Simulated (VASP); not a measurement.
## Ta: single point with PBE

Ta:

```
Ta
1.0
    -1.65943    1.65943    1.65943
     1.65943   -1.65943    1.65943
     1.65943    1.65943   -1.65943
Ta
1
Direct
  0.00000 0.00000 0.00000
```

```
Program             : VASP 6.6.1
Task                : single point
Functional          : PBE
Potentials or basis : VASP PAW PBE potentials, release 64 (Ta_pv)
Cutoff              : 500 eV
k mesh              : 14 × 14 × 14
Occupations         : methfessel-paxton, width 0.1 eV
Spin                : no spin polarisation
```

| Property | Result |
| --- | --- |
| Pressure | 0.1 GPa |
| Band gap on the k mesh | zero (an odd number of electrons rules out a gap without spin polarisation) |

Levels at points of the mesh, in eV from the Fermi level:
```tsv
k point	band 3	band 4	band 5	band 6	band 7	band 8
(0.00, 0.00, 0.00)	-33.12	-7.85	0.74	0.74	0.74	3.97
(0.50, 0.00, 0.00)	-33.13	-4.30	-1.49	1.53	3.84	4.85
(0.50, 0.50, 0.50)	-33.90	-3.70	-3.70	6.73	6.73	6.73
```

Run time: 6.2 s on 1 thread of Intel(R) Xeon(R) 6975P-C (Granite Rapids) (shared host), peak memory 0.15 GiB.

Caveat: spin-orbit coupling is left out, which moves the levels of the heavy elements.
